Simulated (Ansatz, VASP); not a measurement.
# SnS4: VASP beside Ansatz

```
Sn S
1.0
     4.42692    0.00000    0.00000
     0.00000    4.42692    0.00000
     0.00000    0.00000    5.78866
Sn S
1 4
Cartesian
  2.2135 2.2135 2.8943
  0.0000 2.2135 0.0000
  2.2135 0.0000 0.0000
  2.2135 2.2135 0.0000
  0.0000 0.0000 2.8943
```

Alike in both runs: functional PBE; k mesh 8 × 8 × 8; occupations gaussian, width 0.1 eV; no spin polarisation.

Ansatz relaxed the structure, and its values are those at the end. VASP's run is a single point on that final structure, the one shown.

```csv
,VASP,Ansatz
version,VASP 6.6.1,Ansatz 0.2.0
potentials or method,"VASP PAW PBE potentials, release 64 (Sn_d, S), cutoff 520 eV","scalar-relativistic, plane waves, PAW"
valence electrons in the cell,38,38
```

VASP gave:

| Property | Result |
| --- | --- |
| gap on the k mesh at the Fermi level (eV) | none |
| pressure (GPa) | -0.2 |

Q: Which values does Ansatz return?

A: gap on the k mesh at the Fermi level (eV): none; pressure (GPa): 0.0.

A gap of «none» marks a metal or a gap that the smearing closes.
